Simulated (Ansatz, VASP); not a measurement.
# Ge in VASP and in Ansatz

```
CELL_PARAMETERS angstrom
-0.45474 1.89738 1.89738
1.89738 -0.45474 1.89738
1.89738 1.89738 -0.45474
ATOMIC_POSITIONS crystal
Ge 0.00000 0.00000 0.00000
```

Alike in both runs: task single point; functional r2SCAN; k mesh 22 × 22 × 22; occupations gaussian, width 0.15 eV; no spin polarisation.

|  | VASP | Ansatz |
| --- | --- | --- |
| version | VASP 6.6.1 | Ansatz 0.2.0 |
| potentials or method | VASP PAW PBE potentials, release 64 (Ge_d), cutoff 520 eV | scalar-relativistic, plane waves, PAW |
| valence electrons in the cell | 14 | 14 |

VASP gave:

```
gap on the k mesh at the Fermi level (eV)                     : none
pressure (GPa)                                                : 3.6
traceless stress, the component that is largest in VASP (GPa) : -3.00
```

Q: What did Ansatz give for the same quantities?

A: gap on the k mesh at the Fermi level (eV): none; pressure (GPa): 3.8; traceless stress, the component that is largest in VASP (GPa): -3.03.

VASP's potentials were made for PBE, not for r2SCAN. A gap of «none» marks a metal or a gap that the smearing closes. The functional is the same, so the differences come from potentials, cutoffs and numerics.
